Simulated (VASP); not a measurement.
Runs of VASP 6.6.1 on Ba2SrN2. The structure is that of space group I4/mmm (No. 139), or close to it. The cells are those of the table. 

```csv
cell,gap on the mesh (eV),pressure (GPa),largest force (eV/Å)
"a = 7.791 Å, angles 146.9, 146.9, 47.6°, 5 atoms",none,4.2,4.42
"a = 7.069 Å, angles 140.8, 140.8, 56.6°, 5 atoms",none,-1.6,1.23
"a = 8.240 Å, angles 150.1, 150.1, 42.9°, 5 atoms",none,(b),(c)
"a = 7.539 Å, angles 144.8, 144.8, 50.7°, 5 atoms",none,1.7,(a)
```

Alike in all rows: task single point; level PBE; potentials or basis VASP PAW PBE potentials, release 64 (Ba_sv, Sr_sv, N); no spin polarisation; k mesh 6 × 6 × 6; cutoff (eV) 520; smearing gaussian 0.1 eV.

Q: Estimate the missing entries.

A: (a) 0.20; (b) 0.9; (c) 0.26.

Caveats: spin-orbit coupling is left out, which moves the levels of the heavy elements; forces of over 1 eV/Å act on the atoms, so gaps and moduli don't describe the material at rest (some runs).

A k mesh can miss the band edges, and the runs leave out spin-orbit coupling on Ba, Sr.

A gap of «none» marks levels without a gap at the run's occupations.
